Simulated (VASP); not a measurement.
A run of VASP 6.6.1 is set up as follows.

INCAR

```
PREC = Accurate
ENCUT = 520
EDIFF = 1E-7
ISMEAR = 0
SIGMA = 0.1
LREAL = False
LASPH = True
NELM = 150
ALGO = Normal
ISIF = 2
LWAVE = False
LCHARG = False
ISPIN = 2
MAGMOM = 2.4 2.4 2.4 2.4 0 0
LORBIT = 11
LMAXMIX = 4
GGA = PS
NBANDS = 43
```

KPOINTS

```
regular mesh
0
Gamma
  8 8 6
```

POSCAR

```
Fe2Ge
1.0
    4.0195831822      0.0000000000      0.0000000000
   -2.0097867282      3.4810607491      0.0000000000
    0.0000000000      0.0000000000      4.8714542833
Fe Ge
4 2
Direct
    0.0000000000      0.0000000000      0.0000000000
    0.0000000000      0.0000000000      0.5000000000
    0.6666666667      0.3333333333      0.7500000000
    0.3333333333      0.6666666667      0.2500000000
    0.6666666667      0.3333333333      0.2500000000
    0.3333333333      0.6666666667      0.7500000000
```

Potentials or basis: VASP PAW PBE potentials, release 64 (Fe, Ge_d).

Command:

```console
$ cat potpaw_PBE.64/Fe/POTCAR potpaw_PBE.64/Ge_d/POTCAR > POTCAR
$ mpirun -np 1 vasp_std > vasp.out
```

Task: What does it give for the site moments?

Result: Fe +2.19, +1.23 (each value once); Ge -0.07 μB.

Task: Estimate the pressure.

Result: 5.8 GPa.

Stress tensor (GPa, compression positive):
```
6.13 0.00 0.00
0.00 6.13 0.00
0.00 0.00 5.01
```

Caveat: the cell stands under pressure; the PAW data sets were made with another functional, which shifts forces and pressure a little.
